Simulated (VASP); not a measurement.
# Sb2Pt (Pa-3) in VASP: settings compared

Sb2Pt is run at these levels: PBE, r2SCAN; tasks: electric field gradients.

Everything below comes from runs of VASP 6.6.1. Logs are shortened: lines on timing, memory, paths and dates and some standing lists are left out, and cuts for length are marked.

### Step 1. The cell of the first run

The structure is cubic, space group Pa-3 (No. 205). Conventional cell: a = 6.420 Å, b = 6.420 Å, c = 6.420 Å, α = 90.00°, β = 90.00°, γ = 90.00°. Within 3.7 Å of Sb (site symmetry 3) lie 7 Sb at 2.67 to 3.62 Å and 3 Pt at 2.67 Å. Within 3.5 Å of Pt (site symmetry -3) lie 6 Sb at 2.67 Å.

### Step 2. Electric field gradients, PBE

File INCAR:

```
PREC     = Accurate       # precision mode
ENCUT    = 520            # plane-wave cutoff, eV
EDIFF    = 1E-8           # SCF threshold, eV
ISMEAR   = -1             # smearing method
SIGMA    = 0.05           # smearing width, eV
LREAL    = False          # projectors in reciprocal space
LASPH    = True           # aspherical terms in the spheres
NELM     = 100            # most SCF steps
ALGO     = Normal         # electronic algorithm
ISIF     = 2              # what is computed and relaxed
LWAVE    = False          # write WAVECAR
LCHARG   = False          # write CHGCAR
GGA      = PE             # functional
LEFG     = True         
NBANDS   = 52             # bands
```

File KPOINTS:

```
regular mesh
0
Gamma
  5 5 5
```

File POSCAR:

```
Sb2Pt
1.0
    6.4200000000      0.0000000000      0.0000000000
    0.0000000000      6.4200000000      0.0000000000
    0.0000000000      0.0000000000      6.4200000000
Sb Pt
8 4
Direct
    0.3800000000      0.3800000000      0.3800000000
    0.1200000000      0.6200000000      0.8800000000
    0.8800000000      0.1200000000      0.6200000000
    0.6200000000      0.8800000000      0.1200000000
    0.6200000000      0.6200000000      0.6200000000
    0.8800000000      0.3800000000      0.1200000000
    0.1200000000      0.8800000000      0.3800000000
    0.3800000000      0.1200000000      0.8800000000
    0.0000000000      0.0000000000      0.0000000000
    0.5000000000      0.0000000000      0.5000000000
    0.5000000000      0.5000000000      0.0000000000
    0.0000000000      0.5000000000      0.5000000000
```

Potentials or basis: VASP PAW PBE potentials, release 64 (Sb, Pt).

Launch:

```sh
> cat potpaw_PBE.64/Sb/POTCAR potpaw_PBE.64/Pt/POTCAR > POTCAR
> mpirun -np 1 vasp_std > vasp.out
```

OUTCAR:

```text
PREC = Accurate
   ENCUT = 520
   EDIFF = 1E-8
   ISMEAR = -1
   LREAL = False
   LASPH = True
   NELM = 100
   ISIF = 2
   GGA = PE

 ion  position               nearest neighbor table
   1  0.380  0.380  0.380-   5 2.67  10 2.67  12 2.67  11 2.67   6 3.62   7 3.62   8 3.62   8 3.62
                             7 3.62   6 3.62
   2  0.120  0.620  0.880-   6 2.67   9 2.67  11 2.67  12 2.67   5 3.62   7 3.62   8 3.62   7 3.62
                             8 3.62   5 3.62
   3  0.880  0.120  0.620-   7 2.67  10 2.67  12 2.67   9 2.67   6 3.62   5 3.62   8 3.62   6 3.62
                             5 3.62   8 3.62
   4  0.620  0.880  0.120-   8 2.67   9 2.67  11 2.67  10 2.67   6 3.62   7 3.62   5 3.62   5 3.62
                             6 3.62   7 3.62
   5  0.620  0.620  0.620-   1 2.67  10 2.67  12 2.67  11 2.67   2 3.62   3 3.62   4 3.62   4 3.62
                             3 3.62   2 3.62
   6  0.880  0.380  0.120-   2 2.67   9 2.67  11 2.67  12 2.67   1 3.62   3 3.62   4 3.62   3 3.62
                             4 3.62   1 3.62
   7  0.120  0.880  0.380-   3 2.67  10 2.67  12 2.67   9 2.67   2 3.62   1 3.62   4 3.62   2 3.62
                             1 3.62   4 3.62
   8  0.380  0.120  0.880-   4 2.67   9 2.67  11 2.67  10 2.67   2 3.62   3 3.62   1 3.62   1 3.62
                             2 3.62   3 3.62
   9  0.000  0.000  0.000-   2 2.67   4 2.67   6 2.67   8 2.67   7 2.67   3 2.67
  10  0.500  0.000  0.500-   1 2.67   3 2.67   5 2.67   7 2.67   4 2.67   8 2.67
  11  0.500  0.500  0.000-   2 2.67   4 2.67   6 2.67   8 2.67   1 2.67   5 2.67
  12  0.000  0.500  0.500-   1 2.67   3 2.67   5 2.67   7 2.67   6 2.67   2 2.67

  LATTYP: Found a simple cubic cell.
 ALAT       =     6.4200000000

  Lattice vectors:

 A1 = (   6.4200000000,   0.0000000000,   0.0000000000)
 A2 = (   0.0000000000,   6.4200000000,   0.0000000000)
 A3 = (   0.0000000000,   0.0000000000,   6.4200000000)

Analysis of symmetry for initial positions (statically):
=====================================================================
 Subroutine PRICEL returns:
 Original cell was already a primitive cell.

 Routine SETGRP: Setting up the symmetry group for a
 simple cubic supercell.

 Subroutine GETGRP returns: Found 24 space group operations
 (whereof  6 operations were pure point group operations)
 out of a pool of 48 trial point group operations.

The static configuration has the point symmetry S_6 .
 The point group associated with its full space group is T_h .

Analysis of symmetry for dynamics (positions and initial velocities):
=====================================================================
 Subroutine PRICEL returns:
 Original cell was already a primitive cell.

 Routine SETGRP: Setting up the symmetry group for a
 simple cubic supercell.

 Subroutine GETGRP returns: Found 24 space group operations
 (whereof  6 operations were pure point group operations)
 out of a pool of 48 trial point group operations.

The dynamic configuration has the point symmetry S_6 .
 The point group associated with its full space group is T_h .

 Subroutine INISYM returns: Found 24 space group operations
 (whereof  6 operations are pure point group operations),
 and found     1 'primitive' translations

----------------------------------------------------------------------------------------

                                     Primitive cell

  volume of cell :     264.6093

  direct lattice vectors                    reciprocal lattice vectors
     6.420000000  0.000000000  0.000000000     0.155763240  0.000000000  0.000000000
     0.000000000  6.420000000  0.000000000     0.000000000  0.155763240  0.000000000
     0.000000000  0.000000000  6.420000000     0.000000000  0.000000000  0.155763240

  length of vectors
     6.420000000  6.420000000  6.420000000     0.155763240  0.155763240  0.155763240

  position of ions in fractional coordinates (direct lattice)
     0.380000000  0.380000000  0.380000000
     0.120000000  0.620000000  0.880000000
     0.880000000  0.120000000  0.620000000
     0.620000000  0.880000000  0.120000000
     0.620000000  0.620000000  0.620000000
     0.880000000  0.380000000  0.120000000
     0.120000000  0.880000000  0.380000000
[... 106 lines left out ...]
   IVDW    =     0    specifies the selected vdW correction
   LEPSILON=     F    determine dielectric tensor
   LRPA    =     F    only Hartree local field effects (RPA)
 non-spin polarized calculation
  energy-cutoff  :      520.00
  volume of cell :      264.61
 maximum number of plane-waves:      7138
   NGX = 23   NGY = 23   NGZ = 23

 number of electron      80.0000010 magnetization

 Free energy of the ion-electron system (eV)
  ---------------------------------------------------
  ext. energy  EPLUGINS =         0.00000000
  ---------------------------------------------------
  free energy    TOTEN  =       -62.58718463 eV

  energy without entropy =      -62.58102102  energy(sigma->0) =      -62.58410283

 E-fermi :   9.5597     XC(G=0): -11.0159

 val. band max:        9.4219970971   @ k =   0.2000   0.0000   0.0000
 cond. band min:       9.6261683087   @ k =   0.0000   0.0000   0.0000
 fundamental gap:      0.2041712116
 Fermi energy:         9.5596629644

 k-point     1 :       0.0000    0.0000    0.0000
  band No.  band energies     occupation
      1      -3.4603      2.00000
      2      -1.2954      2.00000
      3      -1.2954      2.00000
      4      -1.2954      2.00000
      5       0.6172      2.00000
      6       0.6172      2.00000
[... 594 lines left out ...]
     51      12.8008      0.00000
     52      12.8648      0.00000

------------------------ aborting loop because EDIFF is reached ----------------------------------------

  FORCE on cell =-STRESS in cart. coord.  units (eV):
  Direction    XX          YY          ZZ          XY          YZ          ZX
  --------------------------------------------------------------------------------------
  -------------------------------------------------------------------------------------
  Total       12.9245750     12.9245750     12.9245750     -0.0000000      0.0000000      0.0000000
  in kB       78.2567429     78.2567429     78.2567429     -0.0000000      0.0000000      0.0000000
  external PRESSURE =      78.2567429 kB  Pullay stress =       0.0000000 kB

 VOLUME and BASIS-vectors are now :
 -----------------------------------------------------------------------------
  energy-cutoff  :      520.00
  volume of cell :      264.61
      direct lattice vectors                 reciprocal lattice vectors
     6.420000000  0.000000000  0.000000000     0.155763240  0.000000000  0.000000000
     0.000000000  6.420000000  0.000000000     0.000000000  0.155763240  0.000000000
     0.000000000  0.000000000  6.420000000     0.000000000  0.000000000  0.155763240

 POSITION                                       TOTAL-FORCE (eV/Angst)
 -----------------------------------------------------------------------------------
      2.43960      2.43960      2.43960        -0.721948     -0.721948     -0.721948
      0.77040      3.98040      5.64960         0.721948      0.721948     -0.721948
      5.64960      0.77040      3.98040        -0.721948      0.721948      0.721948
      3.98040      5.64960      0.77040         0.721948     -0.721948      0.721948
      3.98040      3.98040      3.98040         0.721948      0.721948      0.721948
      5.64960      2.43960      0.77040        -0.721948     -0.721948      0.721948
      0.77040      5.64960      2.43960         0.721948     -0.721948     -0.721948
      2.43960      0.77040      5.64960        -0.721948      0.721948     -0.721948
      0.00000      0.00000      0.00000         0.000000      0.000000     -0.000000
      3.21000      0.00000      3.21000         0.000000      0.000000     -0.000000
      3.21000      3.21000      0.00000         0.000000      0.000000     -0.000000
      0.00000      3.21000      3.21000         0.000000      0.000000     -0.000000
 -----------------------------------------------------------------------------------
    total drift:                               -0.000000      0.000000      0.000000

  FREE ENERGIE OF THE ION-ELECTRON SYSTEM (eV)
  ---------------------------------------------------
  free  energy   TOTEN  =       -62.5871846306 eV

  energy  without entropy=      -62.5810210226  energy(sigma->0) =      -62.58410283

 Electric field gradients (V/A^2)
---------------------------------------------------------------------
 ion       V_xx      V_yy      V_zz      V_xy      V_xz      V_yz
---------------------------------------------------------------------
   1      -0.000     0.000     0.000    12.816    12.816    12.816
   2      -0.000    -0.000    -0.000    12.816   -12.816   -12.816
   3      -0.000     0.000    -0.000   -12.816   -12.816    12.816
   4      -0.000     0.000     0.000   -12.816    12.816   -12.816
   5      -0.000     0.000    -0.000    12.816    12.816    12.816
   6      -0.000     0.000    -0.000    12.816   -12.816   -12.816
   7      -0.000    -0.000    -0.000   -12.816   -12.816    12.816
   8      -0.000     0.000    -0.000   -12.816    12.816   -12.816
   9      -0.000     0.000     0.000   -11.661   -11.661   -11.661
  10      -0.000     0.000     0.000   -11.661    11.661    11.661
  11      -0.000     0.000     0.000    11.661    11.661   -11.661
  12      -0.000     0.000     0.000    11.661   -11.661    11.661
---------------------------------------------------------------------

 Electric field gradients after diagonalization (V/A^2)
 (convention: |V_zz| > |V_xx| > |V_yy|)
----------------------------------------------------------------------
 ion       V_xx      V_yy      V_zz     asymmetry (V_yy - V_xx)/ V_zz
----------------------------------------------------------------------
   1     -12.816   -12.816    25.633       0.000
   2     -12.816   -12.816    25.633       0.000
   3     -12.816   -12.816    25.633       0.000
   4     -12.816   -12.816    25.633       0.000
   5     -12.816   -12.816    25.633       0.000
   6     -12.816   -12.816    25.633       0.000
   7     -12.816   -12.816    25.633       0.000
   8     -12.816   -12.816    25.633       0.000
   9      11.661    11.661   -23.322       0.000
  10      11.661    11.661   -23.322       0.000
  11      11.661    11.661   -23.322       0.000
  12      11.661    11.661   -23.322       0.000
----------------------------------------------------------------------

           NMR quadrupolar parameters

 Cq : quadrupolar parameter    Cq=e*Q*V_zz/h
 eta: asymmetry parameters     (V_yy - V_xx)/ V_zz
 Q  : nuclear electric quadrupole moment in mb (millibarn)
----------------------------------------------------------------------
 ion       Cq(MHz)       eta       Q (mb)
----------------------------------------------------------------------
   1       0.062       0.000       1.000
   2       0.062       0.000       1.000
   3       0.062       0.000       1.000
   4       0.062       0.000       1.000
   5       0.062       0.000       1.000
   6       0.062       0.000       1.000
   7       0.062       0.000       1.000
   8       0.062       0.000       1.000
   9      -0.056       0.000       1.000
  10      -0.056       0.000       1.000
  11      -0.056       0.000       1.000
  12      -0.056       0.000       1.000
----------------------------------------------------------------------
```

Run time: 1.7 min. Hardware: 1 thread of Intel Xeon 6975P-C (Granite Rapids), shared host; peak memory 0.39 GiB.

Results:

- Free energy: -62.5872 eV
- Pressure: 7.8 GPa
- Largest force: 1.250 eV/Å
- Band gap on the k mesh: 0.20 eV (least direct gap 0.35 eV)
- Largest electric field gradient by atom: Sb +25.6; Pt -23.3 V/Å²

Forces on the atoms (eV/Å):
```
Sb  -0.722 -0.722 -0.722
Sb   0.722  0.722 -0.722
Sb  -0.722  0.722  0.722
Sb   0.722 -0.722  0.722
Sb   0.722  0.722  0.722
Sb  -0.722 -0.722  0.722
Sb   0.722 -0.722 -0.722
Sb  -0.722  0.722 -0.722
Pt   0.000  0.000  0.000
Pt   0.000  0.000  0.000
Pt   0.000  0.000  0.000
Pt   0.000  0.000  0.000
```

Levels at points of the mesh, in eV from the valence-band top:
| k point | band 38 | band 39 | band 40 | band 41 | band 42 | band 43 |
| --- | --- | --- | --- | --- | --- | --- |
| (0.00, 0.00, 0.00) | -0.64 | -0.64 | -0.64 | 0.20 | 0.20 | 0.20 |

Electric field gradients, principal values (V/Å²):
| atom | least | middle | greatest (by size) |
| --- | --- | --- | --- |
| 1 Sb | -12.816 | -12.816 | 25.633 |
| 2 Sb | -12.816 | -12.816 | 25.633 |
| 3 Sb | -12.816 | -12.816 | 25.633 |
| 4 Sb | -12.816 | -12.816 | 25.633 |
| 5 Sb | -12.816 | -12.816 | 25.633 |
| 6 Sb | -12.816 | -12.816 | 25.633 |
| 7 Sb | -12.816 | -12.816 | 25.633 |
| 8 Sb | -12.816 | -12.816 | 25.633 |
| 9 Pt | 11.661 | 11.661 | -23.322 |
| 10 Pt | 11.661 | 11.661 | -23.322 |
| 11 Pt | 11.661 | 11.661 | -23.322 |
| 12 Pt | 11.661 | 11.661 | -23.322 |

Caveat: the cell stands under pressure; without QUAD_EFG the Cq values of the log hold for a quadrupole moment of 1 mb, not for the nuclei; spin-orbit coupling is left out, which moves the levels of the heavy elements; an odd mesh through Γ misses points on the zone boundary, where band edges can lie; forces of over 1 eV/Å act on the atoms, so gaps and moduli don't describe the material at rest.

(Continued in part 2 of 2.)
